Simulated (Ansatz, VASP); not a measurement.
**TaN: VASP beside Ansatz**

The input INCAR:

```
  PREC = Accurate
  ENCUT = 520
  EDIFF = 1E-8
  ISMEAR = -1
  SIGMA = 0.02
  LREAL = False
  LASPH = True
  NELM = 120
  ALGO = Normal
  ISIF = 2
  LWAVE = False
  LCHARG = False
  GGA = PE
  LEFG = True
  NBANDS = 15
  GGA_COMPAT = False
```

Contents of KPOINTS:

```
regular mesh
0
Gamma
  9 9 9
```

File POSCAR:

```
TaN
1.0
    0.0000000000      2.1790000000      2.1572100000
    2.1790000000      0.0000000000      2.1572100000
    2.1790000000      2.1790000000      0.0000000000
Ta N
1 1
Direct
    0.5000000000      0.5000000000      0.5000000000
    0.0000000000      0.0000000000      0.0000000000
```

Input for Ansatz:

```yaml
crystal:
  lattice:
    - [0.0, 2.179, 2.15721]
    - [2.179, 0.0, 2.15721]
    - [2.179, 2.179, 0.0]
  atoms:
    - { symbol: Ta, position: [0.5, 0.5, 0.5] }
    - { symbol: "N", position: [0.0, 0.0, 0.0] }
kpoints:
  mp_grid: { grid: [9, 9, 9] }
scf:
  occupations: { method: fermi_dirac, width: 0.02 }
hamiltonian:
  xc: pbe
  pseudopotentials: { kind: all_electron, datasets: crystal }
output:
  forces: true
  stress: true
  eigenvalues: true
  efg: { contact_densities: true }
```

Change from the starting cell: zz strain of -1 %, crystal datasets.

Alike in both runs: task electric field gradients; functional PBE; k mesh 9 × 9 × 9; occupations fermi-dirac, width 0.02 eV; no spin polarisation.

```csv
,VASP,Ansatz
version,VASP 6.6.1,Ansatz 0.2.0
potentials or method,"VASP PAW PBE potentials, release 64 (Ta_pv, N), cutoff 520 eV","all-electron PAW with datasets made for the crystal, scalar-relativistic"
```

```tsv
	VASP	Ansatz	Ansatz less VASP
pressure (GPa)	19.6	18.6	-1.01
traceless stress, the component that is largest in VASP (GPa)	5.77	5.73	-0.039
size of Vzz on the site where it differs most (V/Å²)	49.6	51.4	+1.79
```

Ansatz ran all-electron here, and VASP with PAW potentials.

Spin-orbit coupling is off throughout.
